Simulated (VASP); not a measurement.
A run of VASP 6.6.1:

File INCAR:

```
SYSTEM = Hf
ALGO = Fast
EDIFF = 1E-7
ENCUT = 520
GGA = PE
ISIF = 2
ISMEAR = -1
LASPH = .True.
LCHARG = .False.
LREAL = .False.
LWAVE = .False.
NBANDS = 17
NELM = 100
PREC = Accurate
SIGMA = 0.05
```

File KPOINTS:

```
k-points
0
Gamma
  10 10 5
  0 0 0
```

Contents of POSCAR:

```
Hf
1.0
    3.1967000000      0.0000000000      0.0000000000
   -1.5983500000      2.7684234083      0.0000000000
    0.0000000000      0.0000000000      5.0578000000
Hf
2
Direct
    0.6707990000      0.3463000000      0.7545060000
    0.3256540000      0.6728700000      0.2466750000
```

Potentials or basis: VASP PAW PBE potentials, release 64 (Hf_pv).

The run is started by

```sh
$ cat potpaw_PBE.64/Hf_pv/POTCAR > POTCAR
$ mpirun -np 1 vasp_std > vasp.out
```

Hardware: 1 thread of AMD EPYC 7R43 64-Core Processor (Zen 3), on a shared host.

Problem. Estimate the wall time of this run.

Solution. It took 4.6 min on 1 thread of AMD EPYC 7R43 64-Core Processor (Zen 3), on a shared host, peak memory 0.24 GiB. Counts: scf iterations 15, k points 252.
